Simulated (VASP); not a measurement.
Runs of VASP 6.6.1 on MgO. The structure is that of space group Fm-3m (No. 225), or close to it. The cells are those of the table. 

```tsv
level	cell	cutoff (eV)	smearing	gap on the mesh (eV)	pressure (GPa)
r2SCAN	a = 2.973 Å, angles 60.0°, 2 atoms	920	gaussian 0.01 eV	(b)	0.5
PBE	a = 2.995, b = 2.973 Å, angles 60.2, 59.5, 60.2°, 2 atoms	840	fermi-dirac 0.02 eV	4.63	3.3
PBE	a = 2.973, b = 2.973, c = 2.997 Å, angles 59.7, 59.7, 59.5°, 2 atoms	840	fermi-dirac 0.02 eV	(a)	5.7
r2SCAN	a = 2.995, b = 2.973 Å, angles 60.2, 59.5, 60.2°, 2 atoms	920	gaussian 0.01 eV	5.53	-1.8
```

Alike in all rows: no spin polarisation.

Problem. Estimate the missing entries.

Solution. (a) 4.73; (b) 5.70.

Caveats: the PAW data sets were made with another functional, which shifts forces and pressure a little (at least some runs); the cell stands under pressure (at least some runs).

